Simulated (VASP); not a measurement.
# MgF2 (P4_2/mnm) in VASP: a series of runs

The runs below take MgF2 through single point, with HSE06.

All numbers are computed with VASP 6.6.1; they aren't measurements. Logs are shortened: lines on timing, memory, paths and dates and some standing lists are left out, and cuts for length are marked.

### Step 1. The cell of the first run

Symmetry: P4_2/mnm, No. 136, tetragonal system. The conventional cell has a = 4.668 Å, b = 4.668 Å, c = 3.077 Å, α = 90.00°, β = 90.00°, γ = 90.00°. Mg (site symmetry mmm) has 6 F at 2.00 to 2.01 Å within 2.7 Å. Within 2.7 Å of F (site symmetry m2m) lie 3 Mg at 2.00 to 2.01 Å and 1 F at 2.59 Å.

### Step 2. Single point, HSE06 (strain +1.0%)

Contents of POSCAR:

```
MgF2
1.0
    4.6682361545      0.0000000000      0.0000000000
    0.0000000000      4.6682361545      0.0000000000
    0.0000000000      0.0000000000      3.0765728771
Mg F
2 4
Direct
    0.0000000000      0.0000000000      0.0000000000
    0.5000000000      0.5000000000      0.5000000000
    0.3035913716      0.3035913716      0.0000000000
    0.1964086284      0.8035913716      0.5000000000
    0.8035913716      0.1964086284      0.5000000000
    0.6964086284      0.6964086284      0.0000000000
```

Contents of INCAR.step1:

```
SYSTEM = MgF2
PREC     = Accurate       ! precision mode
ENCUT    = 520            ! plane-wave cutoff, eV
EDIFF    = 1E-5           ! SCF threshold, eV
ISMEAR   = 0              ! smearing method
SIGMA    = 0.01           ! smearing width, eV
LREAL    = .False.        ! projectors in reciprocal space
LASPH    = .True.         ! aspherical terms in the spheres
NELM     = 120            ! most SCF steps
ALGO     = Normal         ! electronic algorithm
ISIF     = 2              ! what is computed and relaxed
LWAVE    = .True.         ! write WAVECAR
LCHARG   = .False.        ! write CHGCAR
GGA      = PE             ! functional
NBANDS   = 25             ! bands
GGA_COMPAT= .False.      
KPAR     = 4
```

Contents of INCAR.step2:

```
SYSTEM = MgF2
PREC     = Accurate       ! precision mode
ENCUT    = 520            ! plane-wave cutoff, eV
EDIFF    = 1E-6           ! SCF threshold, eV
ISMEAR   = 0              ! smearing method
SIGMA    = 0.01           ! smearing width, eV
LREAL    = .False.        ! projectors in reciprocal space
LASPH    = .True.         ! aspherical terms in the spheres
NELM     = 120            ! most SCF steps
ALGO     = Normal         ! electronic algorithm
ISIF     = 2              ! what is computed and relaxed
LWAVE    = .False.        ! write WAVECAR
LCHARG   = .False.        ! write CHGCAR
GGA      = PE             ! functional
LHFCALC  = .True.         ! exact exchange
HFSCREEN = 0.2079         ! screening, 1/A
PRECFOCK = Normal       
ISTART   = 1            
NBANDS   = 25             ! bands
GGA_COMPAT= .False.      
KPAR     = 4
```

Contents of KPOINTS:

```
regular mesh
0
Gamma
  4 4 6
  0 0 0
```

Potentials or basis: VASP PAW PBE potentials, release 64 (Mg, F).

Started as:

```bash
$ cat potpaw_PBE.64/Mg/POTCAR potpaw_PBE.64/F/POTCAR > POTCAR
$ cp INCAR.step1 INCAR
$ mpirun -np 4 vasp_std > vasp.out
$ cp INCAR.step2 INCAR
$ mpirun -np 4 vasp_std > vasp.out
```

OUTCAR:

```text
SYSTEM = MgF2
   PREC = Accurate
   ENCUT = 520
   EDIFF = 1E-6
   ISMEAR = 0
   LREAL = .False.
   LASPH = .True.
   NELM = 120
   ISIF = 2
   GGA = PE
   LHFCALC = .True.
   HFSCREEN = 0.2079
   PRECFOCK = Normal
   ISTART = 1

 ion  position               nearest neighbor table
   1  0.000  0.000  0.000-   3 2.00   6 2.00   5 2.01   4 2.01   4 2.01   5 2.01   2 3.64   2 3.64
                             2 3.64   2 3.64   2 3.64   2 3.64   2 3.64   2 3.64
   2  0.500  0.500  0.500-   4 2.00   5 2.00   3 2.01   6 2.01   3 2.01   6 2.01   1 3.64   1 3.64
                             1 3.64   1 3.64   1 3.64   1 3.64   1 3.64   1 3.64
   3  0.304  0.304  0.000-   1 2.00   2 2.01   2 2.01
   4  0.196  0.804  0.500-   2 2.00   1 2.01   1 2.01
   5  0.804  0.196  0.500-   2 2.00   1 2.01   1 2.01
   6  0.696  0.696  0.000-   1 2.00   2 2.01   2 2.01

  LATTYP: Found a simple tetragonal cell.
 ALAT       =     4.6682361545
 C/A-ratio  =     0.6590439676

  Lattice vectors:

 A1 = (   4.6682361545,   0.0000000000,   0.0000000000)
 A2 = (   0.0000000000,   4.6682361545,   0.0000000000)
 A3 = (   0.0000000000,   0.0000000000,   3.0765728771)

Analysis of symmetry for initial positions (statically):
=====================================================================
 Subroutine PRICEL returns:
 Original cell was already a primitive cell.

 Routine SETGRP: Setting up the symmetry group for a
 simple tetragonal supercell.

 Subroutine GETGRP returns: Found 16 space group operations
 (whereof  8 operations were pure point group operations)
 out of a pool of 16 trial point group operations.

The static configuration has the point symmetry D_2h.
 The point group associated with its full space group is D_4h.

Analysis of symmetry for dynamics (positions and initial velocities):
=====================================================================
 Subroutine PRICEL returns:
 Original cell was already a primitive cell.

 Routine SETGRP: Setting up the symmetry group for a
 simple tetragonal supercell.

 Subroutine GETGRP returns: Found 16 space group operations
 (whereof  8 operations were pure point group operations)
 out of a pool of 16 trial point group operations.

The dynamic configuration has the point symmetry D_2h.
 The point group associated with its full space group is D_4h.

 Subroutine INISYM returns: Found 16 space group operations
 (whereof  8 operations are pure point group operations),
 and found     1 'primitive' translations

----------------------------------------------------------------------------------------

                                     Primitive cell

  volume of cell :      67.0460

  direct lattice vectors                    reciprocal lattice vectors
     4.668236154  0.000000000  0.000000000     0.214213670  0.000000000  0.000000000
     0.000000000  4.668236154  0.000000000     0.000000000  0.214213670  0.000000000
     0.000000000  0.000000000  3.076572877     0.000000000  0.000000000  0.325036994

  length of vectors
     4.668236154  4.668236154  3.076572877     0.214213670  0.214213670  0.325036994

  position of ions in fractional coordinates (direct lattice)
     0.000000000  0.000000000  0.000000000
     0.500000000  0.500000000  0.500000000
     0.303591372  0.303591372  0.000000000
     0.196408628  0.803591372  0.500000000
     0.803591372  0.196408628  0.500000000
     0.696408628  0.696408628  0.000000000

  ion indices of the primitive-cell ions
   primitive index   ion index
                 1           1
                 2           2
                 3           3
                 4           4
                 5           5
                 6           6

----------------------------------------------------------------------------------------

 KPOINTS: regular mesh

Automatic generation of k-mesh.
 Grid dimensions read from file:
 generate k-points for:    4    4    6

 Generating k-lattice:

  Cartesian coordinates                     Fractional coordinates (reciprocal lattice)
     0.053553418  0.000000000  0.000000000     0.250000000  0.000000000  0.000000000
     0.000000000  0.053553418  0.000000000     0.000000000  0.250000000  0.000000000
     0.000000000  0.000000000  0.054172832     0.000000000  0.000000000  0.166666667

  Length of vectors
     0.053553418  0.053553418  0.054172832

  Shift w.r.t. Gamma in fractional coordinates (k-lattice)
     0.000000000  0.000000000  0.000000000

 Subroutine IBZKPT returns following result:
 ===========================================

 Found     24 irreducible k-points:

 Following reciprocal coordinates:
            Coordinates               Weight
  0.000000  0.000000  0.000000      1.000000
  0.250000  0.000000  0.000000      4.000000
  0.500000  0.000000  0.000000      2.000000
  0.250000  0.250000  0.000000      4.000000
  0.500000  0.250000  0.000000      4.000000
  0.500000  0.500000  0.000000      1.000000
[... 16 lines left out ...]
  0.500000  0.250000  0.500000      4.000000
  0.500000  0.500000  0.500000      1.000000
   k-points           NKPTS =     24   k-points in BZ     NKDIM =     96   number of bands    NBANDS=     25
   number of dos      NEDOS =    301   number of ions     NIONS =      6
   total plane-waves  NPLWV =  31104
   dimension x,y,z NGX =    36 NGY =   36 NGZ =   24
   dimension x,y,z NGXF=    72 NGYF=   72 NGZF=   48
   ions per type =               2   4
   NGX,Y,Z   is equivalent  to a cutoff of  12.82, 12.82, 12.97 a.u.
   NGXF,Y,Z  is equivalent  to a cutoff of  25.64, 25.64, 25.94 a.u.
 SYSTEM =  MgF2
   PREC   = accura    normal or accurate (medium, high low for compatibility)
   ISTART =      1    job   : 0-new  1-cont  2-samecut
   ICHARG =      0    charge: 1-file 2-atom 10-const
   ISPIN  =      1    spin polarized calculation?
   LNONCOLLINEAR =      F non collinear calculations
   LSORBIT =      F    spin-orbit coupling
   LASPH  =      T    aspherical Exc in radial PAW
   ENCUT  =  520.0 eV  38.22 Ry    6.18 a.u.   8.68  8.68  5.72*2*pi/ulx,y,z
   NELM   =    120;   NELMIN=  2; NELMDL=  0     # of ELM steps
   EDIFF  = 0.1E-05   stopping-criterion for ELM
   LREAL  =      F    real-space projection
   EDIFFG = 0.1E-04   stopping-criterion for IOM
   NSW    =      0    number of steps for IOM
   IBRION =     -1    ionic relax: 0-MD 1-quasi-New 2-CG
   NFREE  =      0    steps in history (QN), initial steepest desc. (CG)
   ISIF   =      2    stress and relaxation
   ISYM   =      3    0-nonsym 1-usesym 2-fastsym
   POTIM  = 0.5000    time-step for ionic-motion
   TEBEG  =    0.0;   TEEND  =   0.0 temperature during run
   PSTRESS=    0.0 pullay stress
   NELECT =      32.0000    total number of electrons
   NUPDOWN=      -1.0000    fix difference up-down
   EMIN   =  10.00;   EMAX   =-10.00  energy-range for DOS
   EFERMI =   0.00;   METHOD = LEGACY
   ISMEAR =     0;   SIGMA  =   0.01  broadening in eV -4-tet -1-fermi 0-gaus
   EFERMI_NEDOS =   21; number of points for ismear=-14 and -15
   IALGO  =     38    algorithm
   IMIX   =      1    mixing-type and parameters
     AMIX     =   0.40;   BMIX     =  1.00
     AMIX_MAG =   1.60;   BMIX_MAG =  1.00
  volume/ion in A,a.u.               =      11.17        75.41
  Fermi-wavevector in a.u.,A,eV,Ry     =   1.279383  2.417683 22.270296  1.636821
  Thomas-Fermi vector in A             =   2.411872
   LORBIT       =      0    0 simple, 1 ext, 2 COOP (PROOUT), +10 PAW based schemes
   GGA     = PE    functional components
   LHFCALC =     T    Hartree Fock is set to
   PRECFOCK=normal    Normal, Fast or Accurate (Low or Medium for compatibility)
   ENCUT4O =  -1.0   cutoff for four orbital integrals eV
   NKREDX  =     1    reduce k-point grid by
   NKREDY  =     1    reduce k-point grid by
   NKREDZ  =     1    reduce k-point grid by
   AEXX    =    0.2500 exact exchange contribution
   HFSCREEN=    0.2079 screening length (either q_TF or 0.3 A-1)
   HFSCREENC=   0.2079 screening length for correlation (either q_TF or 0.3 A-1)
   ENCUTFOCK=  -1.0 apply spherical cutoff to Coloumb kernel
   IVDW    =     0    specifies the selected vdW correction
   LEPSILON=     F    determine dielectric tensor
   LRPA    =     F    only Hartree local field effects (RPA)
 non-spin polarized calculation
 Gauss-broadening in eV      SIGMA  =   0.01
  energy-cutoff  :      520.00
  volume of cell :       67.05
 maximum number of plane-waves:      1843
 NGX is ok and might be reduce to    36
  NGX = 28; NGY = 28; NGZ = 18

 number of electron      32.0000023 magnetization

 Free energy of the ion-electron system (eV)
  ---------------------------------------------------
  ext. energy  EPLUGINS =         0.00000000
  ---------------------------------------------------
  free energy    TOTEN  =       -38.30235975 eV

  energy without entropy =      -38.30235975  energy(sigma->0) =      -38.30235975

 E-fermi :  -3.0797     XC(G=0):  -7.8807

 val. band max:       -3.1434989649   @ k =   0.0000   0.0000   0.0000
 cond. band min:       6.0493324790   @ k =   0.0000   0.0000   0.0000
 fundamental gap:      9.1928314439
 Fermi energy:        -3.0796680959

 k-point     1 :       0.0000    0.0000    0.0000
  band No.  band energies     occupation
      1     -25.3438      2.00000
      2     -24.5646      2.00000
      3     -24.5646      2.00000
      4     -24.4791      2.00000
      5      -7.1976      2.00000
      6      -5.6137      2.00000
[... 17 lines left out ...]
     24      17.7047      0.00000
     25      17.7047      0.00000

 k-point     2 :       0.2500    0.0000    0.0000
  band No.  band energies     occupation
      1     -25.2480      2.00000
      2     -24.7270      2.00000
      3     -24.5383      2.00000
      4     -24.4489      2.00000
      5      -6.9729      2.00000
      6      -5.7830      2.00000
[... 17 lines left out ...]
     24      17.1866      0.00000
     25      17.7619      0.00000
[... 586 lines left out ...]
     24      14.7991      0.00000
     25      16.6082      0.00000

 k-point    24 :       0.5000    0.5000    0.5000
  band No.  band energies     occupation
      1     -24.7158      2.00000
      2     -24.7158      2.00000
      3     -24.5274      2.00000
      4     -24.5274      2.00000
      5      -6.8783      2.00000
      6      -6.8783      2.00000
[... 17 lines left out ...]
     24      14.2932      0.00000
     25      17.2124      0.00000

------------------------ aborting loop because EDIFF is reached ----------------------------------------

  FORCE on cell =-STRESS in cart. coord.  units (eV):
  Direction    XX          YY          ZZ          XY          YZ          ZX
  --------------------------------------------------------------------------------------
  -------------------------------------------------------------------------------------
  Total       -0.8917693     -0.8917693     -1.0818180      0.0000000      0.0000000      0.0000000
  in kB      -21.3103332    -21.3103332    -25.8518696      0.0000000      0.0000000      0.0000000
  external PRESSURE =     -22.8241787 kB  Pullay stress =       0.0000000 kB

 VOLUME and BASIS-vectors are now :
 -----------------------------------------------------------------------------
  energy-cutoff  :      520.00
  volume of cell :       67.05
      direct lattice vectors                 reciprocal lattice vectors
     4.668236154  0.000000000  0.000000000     0.214213670  0.000000000  0.000000000
     0.000000000  4.668236154  0.000000000     0.000000000  0.214213670  0.000000000
     0.000000000  0.000000000  3.076572877     0.000000000  0.000000000  0.325036994

 POSITION                                       TOTAL-FORCE (eV/Angst)
 -----------------------------------------------------------------------------------
      0.00000      0.00000      0.00000         0.000000      0.000000      0.000000
      2.33412      2.33412      1.53829         0.000000      0.000000      0.000000
      1.41724      1.41724      0.00000         0.011636      0.011636      0.000000
      0.91688      3.75135      1.53829        -0.011636      0.011636      0.000000
      3.75135      0.91688      1.53829         0.011636     -0.011636      0.000000
      3.25100      3.25100      0.00000        -0.011636     -0.011636      0.000000
 -----------------------------------------------------------------------------------
    total drift:                                0.000089      0.000089      0.000000

  FREE ENERGIE OF THE ION-ELECTRON SYSTEM (eV)
  ---------------------------------------------------
  free  energy   TOTEN  =       -38.3023597524 eV

  energy  without entropy=      -38.3023597524  energy(sigma->0) =      -38.30235975
```

Run time: 43 min. Hardware: 4 MPI ranks of Intel Xeon Platinum 8259CL at 2.50GHz (Skylake/Cascade Lake), shared host; peak memory 0.31 GiB.

What came out:

```
Free energy            : -38.3024 eV
Pressure               : -2.3 GPa
Largest force          : 0.016 eV/Å
Band gap on the k mesh : 9.19 eV
```

Forces in eV/Å, atoms in the order of the input:
```
Mg   0.000  0.000  0.000
Mg   0.000  0.000  0.000
F    0.012  0.012  0.000
F   -0.012  0.012  0.000
F    0.012 -0.012  0.000
F   -0.012 -0.012  0.000
```

Caveat: the cell differs from its parent crystal (strain +1.0%); the structure was generated, so it needn't be the stable form of MgF2; the PAW data sets were made with another functional, which shifts forces and pressure a little.

[end of part 1 of 3]
